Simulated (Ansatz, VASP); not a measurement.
# Two plane-wave programs on Ta

POSCAR

```
Ta
1.0
   -1.6401972500      1.6401972500      1.6401972500
    1.6401972500     -1.6401972500      1.6401972500
    1.6401972500      1.6401972500     -1.6401972500
Ta
1
Direct
    0.0000000000      0.0000000000      0.0000000000
```

File INCAR.step1:

```
SYSTEM = Ta
ALGO     = Normal         ! electronic algorithm
EDIFF    = 1E-4           ! SCF threshold, eV
ENCUT    = 520            ! plane-wave cutoff, eV
GGA      = PE             ! functional
ISMEAR   = -1             ! smearing method
LASPH    = .True.         ! aspherical terms in the spheres
LCHARG   = .False.        ! write CHGCAR
LREAL    = .False.        ! projectors in reciprocal space
LWAVE    = .True.         ! write WAVECAR
NBANDS   = 12             ! bands
NELM     = 100            ! most SCF steps
PREC     = Accurate       ! precision mode
SIGMA    = 0.05           ! smearing width, eV
```

The input INCAR.step2:

```
SYSTEM = Ta
ALGO     = Normal         ! electronic algorithm
EDIFF    = 1E-7           ! SCF threshold, eV
ENCUT    = 520            ! plane-wave cutoff, eV
ISIF     = 2              ! what is computed and relaxed
ISMEAR   = -1             ! smearing method
ISTART   = 1            
LASPH    = .True.         ! aspherical terms in the spheres
LCHARG   = .False.        ! write CHGCAR
LMIXTAU  = .True.       
LREAL    = .False.        ! projectors in reciprocal space
LWAVE    = .False.        ! write WAVECAR
METAGGA  = R2SCAN         ! meta-GGA
NBANDS   = 12             ! bands
NELM     = 100            ! most SCF steps
PREC     = Accurate       ! precision mode
SIGMA    = 0.05           ! smearing width, eV
```

The input KPOINTS:

```
k-points
0
Gamma
  11 11 11
  0 0 0
```

input.yaml

```yaml
crystal:
  lattice:
    - [-1.64019725, 1.64019725, 1.64019725]
    - [1.64019725, -1.64019725, 1.64019725]
    - [1.64019725, 1.64019725, -1.64019725]
  atoms:
    - { symbol: Ta, position: [0.0, 0.0, 0.0] }
hamiltonian:
  xc: r2scan
  pseudopotentials: { kind: paw }
kpoints:
  mp_grid: { grid: [11, 11, 11] }
scf:
  occupations: { method: fermi_dirac, width: 0.05 }
output:
  forces: true
  stress: true
  eigenvalues: true
  write_density: true
  write_potential: true
  elf: true
  volumetric_format: npy
```

Alike in both runs: task single point; functional r2SCAN; k mesh 11 × 11 × 11; occupations fermi-dirac, width 0.05 eV; no spin polarisation.

|  | VASP | Ansatz |
| --- | --- | --- |
| version | VASP 6.6.1 | Ansatz 0.2.0 |
| potentials or method | VASP PAW PBE potentials, release 64 (Ta_pv) | Ansatz PAW |
| plane-wave cutoff (eV) | 520 | 500 |
| valence electrons in the cell | 11 | 13 |

Ansatz gave:

- gap on the k mesh at the Fermi level (eV): none
- pressure (GPa): 4.2

Q: Estimate VASP's values.

A: gap on the k mesh at the Fermi level (eV): none; pressure (GPa): 4.9.

VASP's potentials were made for PBE, not for r2SCAN. A gap of «none» marks a metal or a gap that the smearing closes. VASP's potentials hold 11 valence electrons a cell and Ansatz's 13, so a difference there can come from the potentials and not from the codes.

Spin-orbit coupling is off throughout.
